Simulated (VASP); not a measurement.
# AlB3As4 (Amm2) in VASP: a series of runs

The runs below take AlB3As4 through single point, relaxation of cell and atoms, with PBE.

All numbers are computed with VASP 6.6.1; they aren't measurements. Logs are shortened: lines on timing, memory, paths and dates and some standing lists are left out, and cuts for length are marked.

## (1) The cell of the first run

It takes space group Amm2 (No. 38, orthorhombic). Conventional cell: a = 3.551 Å, b = 7.190 Å, c = 10.225 Å, α = 90.00°, β = 90.00°, γ = 90.00°. B (site symmetry mm2) has 4 As at 2.14 to 2.20 Å within 2.8 Å. B (site symmetry m) has 4 As at 2.07 to 2.24 Å within 2.7 Å. Within 3.1 Å of Al (site symmetry mm2) lie 4 As at 2.32 to 2.35 Å. As (site symmetry mm2) has 4 B at 2.20 to 2.24 Å within 2.9 Å. Within 2.8 Å of As (site symmetry m) lie 3 B at 2.14 Å and 1 Al at 2.35 Å. As (site symmetry mm2) has 2 B at 2.07 Å and 2 Al at 2.32 Å within 2.7 Å.

## (2) Single point, PBE

The input, INCAR:

```
SYSTEM = AlB3As4
ALGO = Normal ; EDIFF = 1E-6
ENCUT = 520 ; GGA = PE
ISIF = 2 ; ISMEAR = -1
LASPH = .True. ; LCHARG = .False.
LREAL = .False. ; LWAVE = .False.
NBANDS = 26 ; NELM = 80
PREC = Accurate ; SIGMA = 0.02
```

The input, KPOINTS:

```
k-points
0
Gamma
  6 4 4
  0 0 0
```

The input, POSCAR:

```
AlB3As4
1.0
    3.5506839154      0.0000000000      0.0000000000
    0.0000000000      3.5947783322      5.1123627198
    0.0000000000     -3.5947783322      5.1123627198
B Al As
3 1 4
Direct
    0.0000000000     -0.0029005251     -0.0029005251
    0.5000000000     -0.0036230216      0.5052015082
    0.5000000000      0.5052015082     -0.0036230216
    0.0000000000      0.4989218656      0.4989218656
    0.5000000000      0.1236731022      0.1236731022
    0.0000000000      0.0992671155      0.6342957953
    0.0000000000      0.6342957953      0.0992671155
    0.5000000000      0.6451641599      0.6451641599
```

Potentials or basis: VASP PAW PBE potentials, release 64 (B, Al, As).

Launch:

```
$ cat potpaw_PBE.64/B/POTCAR potpaw_PBE.64/Al/POTCAR potpaw_PBE.64/As/POTCAR > POTCAR
$ mpirun -np 1 vasp_std > vasp.out
```

OUTCAR:

```text
SYSTEM = AlB3As4
   EDIFF = 1E-6
   ENCUT = 520
   GGA = PE
   ISIF = 2
   ISMEAR = -1
   LASPH = .True.
   LREAL = .False.
   NELM = 80
   PREC = Accurate

 ion  position               nearest neighbor table
   1  0.000  0.997  0.997-   6 2.14   7 2.14   5 2.20   5 2.20
   2  0.500  0.996  0.505-   8 2.07   6 2.14   6 2.14   5 2.24
   3  0.500  0.505  0.996-   8 2.07   7 2.14   7 2.14   5 2.24
   4  0.000  0.499  0.499-   8 2.32   8 2.32   6 2.35   7 2.35
   5  0.500  0.124  0.124-   1 2.20   1 2.20   3 2.24   2 2.24
   6  0.000  0.099  0.634-   2 2.14   2 2.14   1 2.14   4 2.35
   7  0.000  0.634  0.099-   3 2.14   3 2.14   1 2.14   4 2.35
   8  0.500  0.645  0.645-   2 2.07   3 2.07   4 2.32   4 2.32

  LATTYP: Found a base centered orthorhombic cell.
 ALAT       =     7.1895566644
 B/A-ratio  =     1.4221635515
 C/A-ratio  =     0.4938668796

  Lattice vectors:

 A1 = (   0.0000000000,   3.5947783322,  -5.1123627198)
 A2 = (   0.0000000000,   3.5947783322,   5.1123627198)
 A3 = (   3.5506839154,   0.0000000000,   0.0000000000)

Analysis of symmetry for initial positions (statically):
=====================================================================
 Subroutine PRICEL returns:
 Original cell was already a primitive cell.

 Routine SETGRP: Setting up the symmetry group for a
 base centered orthorhombic supercell.

 Subroutine GETGRP returns: Found  4 space group operations
 (whereof  4 operations were pure point group operations)
 out of a pool of  8 trial point group operations.

The static configuration has the point symmetry C_2v.

Analysis of symmetry for dynamics (positions and initial velocities):
=====================================================================
 Subroutine PRICEL returns:
 Original cell was already a primitive cell.

 Routine SETGRP: Setting up the symmetry group for a
 base centered orthorhombic supercell.

 Subroutine GETGRP returns: Found  4 space group operations
 (whereof  4 operations were pure point group operations)
 out of a pool of  8 trial point group operations.

The dynamic configuration has the point symmetry C_2v.

 Subroutine INISYM returns: Found  4 space group operations
 (whereof  4 operations are pure point group operations),
 and found     1 'primitive' translations

----------------------------------------------------------------------------------------

                                     Primitive cell

  volume of cell :     130.5076

  direct lattice vectors                    reciprocal lattice vectors
     3.550683915  0.000000000  0.000000000     0.281635883  0.000000000  0.000000000
     0.000000000  3.594778332  5.112362720     0.000000000  0.139090635  0.097802137
     0.000000000 -3.594778332  5.112362720     0.000000000 -0.139090635  0.097802137

  length of vectors
     3.550683915  6.249694699  6.249694699     0.281635883  0.170033711  0.170033711

  position of ions in fractional coordinates (direct lattice)
     0.000000000  0.997099475  0.997099475
     0.500000000  0.996376978  0.505201508
     0.500000000  0.505201508  0.996376978
     0.000000000  0.498921866  0.498921866
     0.500000000  0.123673102  0.123673102
     0.000000000  0.099267115  0.634295795
     0.000000000  0.634295795  0.099267115
     0.500000000  0.645164160  0.645164160

  ion indices of the primitive-cell ions
   primitive index   ion index
                 1           1
                 2           2
                 3           3
                 4           4
                 5           5
                 6           6
                 7           7
                 8           8

----------------------------------------------------------------------------------------

 KPOINTS: k-points

Automatic generation of k-mesh.
 Grid dimensions read from file:
 generate k-points for:    6    4    4

 Generating k-lattice:

  Cartesian coordinates                     Fractional coordinates (reciprocal lattice)
     0.046939314  0.000000000  0.000000000     0.166666667  0.000000000  0.000000000
[... 51 lines left out ...]
  ---------------------------------------------------
  ext. energy  EPLUGINS =         0.00000000
  ---------------------------------------------------
  free energy    TOTEN  =       -41.92399255 eV

  energy without entropy =      -41.92399241  energy(sigma->0) =      -41.92399248

 E-fermi :   5.9036     XC(G=0):  -9.9686

 val. band max:        5.6802733292   @ k =   0.0000   0.0000   0.0000
 cond. band min:       6.1269105990   @ k =   0.5000   0.5000   0.5000
 fundamental gap:      0.4466372698
 Fermi energy:         5.9035865406

 k-point     1 :       0.0000    0.0000    0.0000
  band No.  band energies     occupation
      1      -9.0022      2.00000
      2      -6.8065      2.00000
      3      -6.5771      2.00000
      4      -5.6131      2.00000
      5      -2.7410      2.00000
      6      -2.6004      2.00000
[... 18 lines left out ...]
     25       9.5126      0.00000
     26       9.7301      0.00000

 k-point     2 :       0.1667    0.0000    0.0000
  band No.  band energies     occupation
      1      -8.7386      2.00000
      2      -6.5749      2.00000
      3      -6.3658      2.00000
      4      -5.5905      2.00000
      5      -2.5642      2.00000
      6      -2.4509      2.00000
[... 18 lines left out ...]
     25       9.7389      0.00000
     26      10.3809      0.00000

 k-point     3 :       0.3333    0.0000    0.0000
  band No.  band energies     occupation
      1      -7.9807      2.00000
      2      -5.9728      2.00000
      3      -5.9188      2.00000
      4      -5.8067      2.00000
      5      -2.3393      2.00000
      6      -2.1709      2.00000
[... 572 lines left out ...]
 k-point    23 :       0.3333   -0.2500    0.2500
  band No.  band energies     occupation
      1      -7.4969      2.00000
      2      -6.7112      2.00000
      3      -6.3423      2.00000
      4      -5.5846      2.00000
      5      -2.1885      2.00000
      6      -1.6652      2.00000
[... 18 lines left out ...]
     25      10.9332      0.00000
     26      11.2597      0.00000

 k-point    24 :       0.5000   -0.2500    0.2500
  band No.  band energies     occupation
      1      -6.5400      2.00000
      2      -6.4331      2.00000
      3      -6.1649      2.00000
      4      -5.9629      2.00000
      5      -2.4496      2.00000
      6      -2.1602      2.00000
[... 18 lines left out ...]
     25      11.3729      0.00000
     26      11.4966      0.00000

 [... further k-points ...]

------------------------ aborting loop because EDIFF is reached ----------------------------------------

  FORCE on cell =-STRESS in cart. coord.  units (eV):
  Direction    XX          YY          ZZ          XY          YZ          ZX
  --------------------------------------------------------------------------------------
  -------------------------------------------------------------------------------------
  Total        0.3024965      0.3219838      0.3090124      0.0000000      0.0000000      0.0000000
  in kB        3.7136008      3.9528362      3.7935921      0.0000000      0.0000000      0.0000000
  external PRESSURE =       3.8200097 kB  Pullay stress =       0.0000000 kB

 VOLUME and BASIS-vectors are now :
 -----------------------------------------------------------------------------
  energy-cutoff  :      520.00
  volume of cell :      130.51
      direct lattice vectors                 reciprocal lattice vectors
     3.550683915  0.000000000  0.000000000     0.281635883  0.000000000  0.000000000
     0.000000000  3.594778332  5.112362720     0.000000000  0.139090635  0.097802137
     0.000000000 -3.594778332  5.112362720     0.000000000 -0.139090635  0.097802137

 POSITION                                       TOTAL-FORCE (eV/Angst)
 -----------------------------------------------------------------------------------
      0.00000      0.00000     10.19507         0.000000      0.000000      0.017526
      1.77534      1.76567      7.67661         0.000000      0.031077     -0.000837
      1.77534     -1.76567      7.67661         0.000000     -0.031077     -0.000837
      0.00000      0.00000      5.10134         0.000000      0.000000     -0.010237
      1.77534      0.00000      1.26452         0.000000      0.000000      0.005360
      0.00000     -1.92331      3.75024         0.000000      0.011145      0.006142
      0.00000      1.92331      3.75024         0.000000     -0.011145      0.006142
      1.77534      0.00000      6.59663         0.000000      0.000000     -0.023257
 -----------------------------------------------------------------------------------
    total drift:                                0.000000      0.000000     -0.000117

  FREE ENERGIE OF THE ION-ELECTRON SYSTEM (eV)
  ---------------------------------------------------
  free  energy   TOTEN  =       -41.9239925510 eV

  energy  without entropy=      -41.9239924075  energy(sigma->0) =      -41.92399248
```

Wall time 2.9 min (1 thread of Intel Xeon 8259CL, shared host); peak memory 0.29 GiB.

Results:

- Free energy: -41.9240 eV
- Pressure: 0.4 GPa
- Largest force: 0.031 eV/Å
- Band gap on the k mesh: 0.45 eV (least direct gap 0.63 eV)

Forces in eV/Å, atoms in the order of the input:
```
B    0.000  0.000  0.018
B    0.000  0.031 -0.001
B    0.000 -0.031 -0.001
Al   0.000  0.000 -0.010
As   0.000  0.000  0.005
As   0.000  0.011  0.006
As   0.000 -0.011  0.006
As   0.000  0.000 -0.023
```

Levels at points of the mesh, in eV from the valence-band top:
```csv
k point,band 12,band 13,band 14,band 15,band 16,band 17,band 18,band 19,band 20,band 21
"(0.00, 0.00, 0.00)",-2.07,-1.69,-0.43,-0.42,0.00,0.63,0.91,1.08,1.27,2.59
"(0.50, 0.00, 0.00)",-4.90,-4.83,-4.42,-2.60,-1.68,2.13,2.97,4.19,4.23,4.43
"(0.00, 0.50, 0.00)",-3.06,-1.89,-1.80,-1.04,-0.46,1.32,1.46,1.65,2.97,3.42
"(0.50, 0.50, 0.00)",-4.03,-3.66,-3.52,-3.01,-2.41,1.38,1.41,1.58,2.44,4.15
"(0.00, 0.50, 0.50)",-3.31,-2.60,-2.59,-2.11,-0.88,1.01,1.22,2.30,2.71,3.34
"(0.50, 0.50, 0.50)",-3.96,-2.52,-2.02,-1.81,-1.55,0.45,0.77,0.95,1.02,1.06
```

## (3) Single point, PBE

This run uses another cell than the first one, of 16.04 Å³/atom.

The input, INCAR:

```
ALGO     = Normal         # electronic algorithm
EDIFF    = 1E-7           # SCF threshold, eV
ENCUT    = 520            # plane-wave cutoff, eV
GGA      = PE             # functional
ISIF     = 2              # what is computed and relaxed
ISMEAR   = -1             # smearing method
LASPH    = True           # aspherical terms in the spheres
LCHARG   = False          # write CHGCAR
LREAL    = False          # projectors in reciprocal space
LWAVE    = False          # write WAVECAR
NBANDS   = 26             # bands
NELM     = 80             # most SCF steps
PREC     = Accurate       # precision mode
SIGMA    = 0.02           # smearing width, eV
```

The input, KPOINTS:

```
k-points
0
Gamma
  8 4 4
```

The input, POSCAR:

```
AlB3As4
1.0
    3.5309733192      0.0000000000      0.0000000000
    0.0000000000      3.5735555867      5.0833270768
    0.0000000000     -3.5735555867      5.0833270768
B Al As
3 1 4
Direct
    0.0000000000     -0.0029240292     -0.0029240292
    0.5000000000     -0.0037924454      0.5053134359
    0.5000000000      0.5053134359     -0.0037924454
    0.0000000000      0.4990849900      0.4990849900
    0.5000000000      0.1236615458      0.1236615458
    0.0000000000      0.1000402163      0.6339851791
    0.0000000000      0.6339851791      0.1000402163
    0.5000000000      0.6446311074      0.6446311074
```

Potentials or basis: VASP PAW PBE potentials, release 64 (B, Al, As).

Launch:

```
$ cat potpaw_PBE.64/B/POTCAR potpaw_PBE.64/Al/POTCAR potpaw_PBE.64/As/POTCAR > POTCAR
$ mpirun -np 1 vasp_std > vasp.out
```

It took 4.1 min on 1 thread of Intel Xeon 8259CL, shared host; peak memory 0.3 GiB.

It converged, with:

```
Free energy            : -41.9173 eV
Pressure               : 2.3 GPa
Largest force          : 0.144 eV/Å
Band gap on the k mesh : 0.47 eV (least direct gap 0.64 eV)
```

Forces in eV/Å, atoms in the order of the input:
```
B    0.000  0.000  0.048
B    0.000  0.109 -0.008
B    0.000 -0.109 -0.008
Al   0.000  0.000 -0.072
As   0.000  0.000  0.026
As   0.000 -0.099 -0.064
As   0.000  0.099 -0.064
As   0.000  0.000  0.144
```

Stress tensor (GPa, compression positive):
```
2.17 0.00 0.00
0.00 2.39 0.00
0.00 0.00 2.42
```

Levels at points of the mesh, in eV from the valence-band top:
| k point | band 14 | band 15 | band 16 | band 17 | band 18 | band 19 |
| --- | --- | --- | --- | --- | --- | --- |
| (0.00, 0.00, 0.00) | -0.42 | -0.42 | 0.00 | 0.64 | 0.92 | 1.17 |
| (0.50, 0.00, 0.00) | -4.51 | -2.62 | -1.69 | 2.20 | 3.00 | 4.20 |
| (0.00, 0.50, 0.00) | -1.81 | -1.05 | -0.47 | 1.41 | 1.50 | 1.69 |
| (0.50, 0.50, 0.00) | -3.56 | -3.06 | -2.46 | 1.41 | 1.44 | 1.57 |
| (0.00, 0.50, 0.50) | -2.60 | -2.15 | -0.91 | 1.03 | 1.22 | 2.36 |
| (0.50, 0.50, 0.50) | -2.05 | -1.83 | -1.56 | 0.47 | 0.79 | 0.94 |

A k mesh can miss the band edges.

## (4) Relaxation of cell and atoms, PBE

This run uses another cell than the first one, of 14.26 Å³/atom.

The input, INCAR:

```
ALGO     = Normal         # electronic algorithm
EDIFF    = 1E-7           # SCF threshold, eV
EDIFFG   = -0.005         # ionic threshold
ENCUT    = 600            # plane-wave cutoff, eV
GGA      = PE             # functional
IBRION   = 2              # ionic algorithm
ISIF     = 3              # what is computed and relaxed
ISMEAR   = -1             # smearing method
LASPH    = True           # aspherical terms in the spheres
LCHARG   = False          # write CHGCAR
LREAL    = False          # projectors in reciprocal space
LWAVE    = False          # write WAVECAR
NELM     = 60             # most SCF steps
NSW      = 80             # ionic steps
PREC     = Accurate       # precision mode
SIGMA    = 0.02           # smearing width, eV
```

The input, KPOINTS:

```
k-points
0
Gamma
  6 4 4
```

The input, POSCAR:

```
AlB3As4
1.0
    3.4296530634      0.0000000000      0.0000000000
    0.0000000000      3.4296530634      4.8502618764
    0.0000000000     -3.4296530634      4.8502618764
B Al As
3 1 4
Direct
    0.0000000000      0.0000000000      0.0000000000
    0.5000000000      0.0000000000      0.5000000000
    0.5000000000      0.5000000000      0.0000000000
    0.0000000000      0.5000000000      0.5000000000
    0.5000000000      0.1250000000      0.1250000000
    0.0000000000      0.1250000000      0.6250000000
    0.0000000000      0.6250000000      0.1250000000
    0.5000000000      0.6250000000      0.6250000000
```

Launch:

```
$ cat potpaw_PBE.64/B/POTCAR potpaw_PBE.64/Al/POTCAR potpaw_PBE.64/As/POTCAR > POTCAR
$ mpirun -np 1 vasp_std > vasp.out
```

It took 10 min on 1 thread of Intel Xeon 8259CL, shared host; peak memory 0.3 GiB.

Results (log left out):

```yaml
Free_energy: -41.9244 eV
Relaxed_volume: 16.37 Å³/atom
Relaxed_cell: a = 3.555 Å, b = 6.257 Å, c = 6.257 Å, α = 70.22°, β = 90.00°, γ = 90.00°
Space_group_after_relaxing_to_0.1_Å: Amm2 (No. 38)
Energy_gained_by_relaxing: 289.2 meV/atom
Ionic_steps: 12
Pressure_after_relaxing: 0.0 GPa
Largest_force_after_relaxing: 0.004 eV/Å
Band_gap_on_the_k_mesh: 0.46 eV (least direct gap 0.64 eV)
```

Forces in eV/Å, atoms in the order of the input:
```
B    0.000  0.000 -0.002
B    0.000 -0.002  0.002
B    0.000  0.002  0.002
Al   0.000  0.000  0.004
As   0.000  0.000 -0.004
As   0.000 -0.002 -0.003
As   0.000  0.002 -0.003
As   0.000  0.000  0.004
```

The path:
| step | energy change (eV) | largest force (eV/Å) | pressure (GPa) | volume (Å³) |
| --- | --- | --- | --- | --- |
| 1 | 0.0000 | 6.0705 | 23.11 | 114.10 |
| 2 | -0.9897 | 2.2754 | -10.96 | 151.55 |
| 3 | -2.2652 | 0.6207 | -1.48 | 132.77 |
| 4 | -2.2677 | 0.7330 | -1.02 | 132.20 |
| 5 | -2.2678 | 0.8095 | -0.71 | 131.82 |
| 6 | -2.3049 | 0.1679 | 0.16 | 130.69 |
| 7 | -2.3049 | 0.1727 | 0.17 | 130.68 |
| 8 | -2.3132 | 0.0729 | 0.17 | 130.70 |
| 9 | -2.3132 | 0.0721 | 0.17 | 130.70 |
| 10 | -2.3137 | 0.0133 | -0.04 | 131.00 |
| 11 | -2.3137 | 0.0139 | -0.05 | 131.00 |
| 12 | -2.3138 | 0.0040 | 0.01 | 130.94 |

Final structure:
```yaml
crystal:
  lattice:
    - [3.55472, 0.00000, 0.00000]
    - [0.00000, 3.59863, 5.11804]
    - [0.00000, -3.59863, 5.11804]
  atoms:
    - { symbol: B, position: [0.00000, 0.99726, 0.99726] }
    - { symbol: B, position: [0.50000, 0.99651, 0.50498] }
    - { symbol: B, position: [0.50000, 0.50498, 0.99651] }
    - { symbol: Al, position: [0.00000, 0.49883, 0.49883] }
    - { symbol: As, position: [0.50000, 0.12378, 0.12378] }
    - { symbol: As, position: [0.00000, 0.09936, 0.63428] }
    - { symbol: As, position: [0.00000, 0.63428, 0.09936] }
    - { symbol: As, position: [0.50000, 0.64499, 0.64499] }
```

Levels at points of the mesh, in eV from the valence-band top:
| k point | band 12 | band 13 | band 14 | band 15 | band 16 | band 17 | band 18 | band 19 | band 20 | band 21 |
| --- | --- | --- | --- | --- | --- | --- | --- | --- | --- | --- |
| (0.00, 0.00, 0.00) | -2.06 | -1.68 | -0.42 | -0.42 | 0.00 | 0.64 | 0.92 | 1.07 | 1.26 | 2.59 |
| (0.50, 0.00, 0.00) | -4.88 | -4.82 | -4.40 | -2.59 | -1.67 | 2.13 | 2.97 | 4.20 | 4.23 | 4.41 |
| (0.00, 0.50, 0.00) | -3.05 | -1.88 | -1.80 | -1.04 | -0.46 | 1.31 | 1.47 | 1.65 | 2.97 | 3.42 |
| (0.50, 0.50, 0.00) | -4.01 | -3.65 | -3.50 | -3.00 | -2.41 | 1.39 | 1.41 | 1.59 | 2.44 | 4.15 |
| (0.00, 0.50, 0.50) | -3.29 | -2.59 | -2.57 | -2.11 | -0.88 | 1.02 | 1.22 | 2.30 | 2.70 | 3.33 |
| (0.50, 0.50, 0.50) | -3.95 | -2.51 | -2.01 | -1.80 | -1.54 | 0.46 | 0.77 | 0.96 | 1.02 | 1.05 |

## (5) Overview

```csv
task,cell,k mesh,cutoff (eV),gap on the mesh (eV),pressure (GPa),largest force (eV/Å)
single point,"a = 3.551, b = 6.250, c = 6.250 Å, angles 70.2, 90.0, 90.0°, 8 atoms, atomic positions A",6 × 4 × 4,520,0.45,0.4,0.03
single point,"a = 3.531, b = 6.214, c = 6.214 Å, angles 70.2, 90.0, 90.0°, 8 atoms, atomic positions A",8 × 4 × 4,520,0.47,2.3,0.14
relaxation of cell and atoms,"relaxed from a = 3.430, b = 5.940, c = 5.940 Å, angles 70.5, 90.0, 90.0°, 8 atoms, atomic positions B",6 × 4 × 4,600,0.46,0.0,-
```

Alike in all rows: level PBE; potentials or basis VASP PAW PBE potentials, release 64 (B, Al, As); no spin polarisation; smearing fermi-dirac 0.02 eV.

Absolute energies hang on the potentials; compare differences alone.
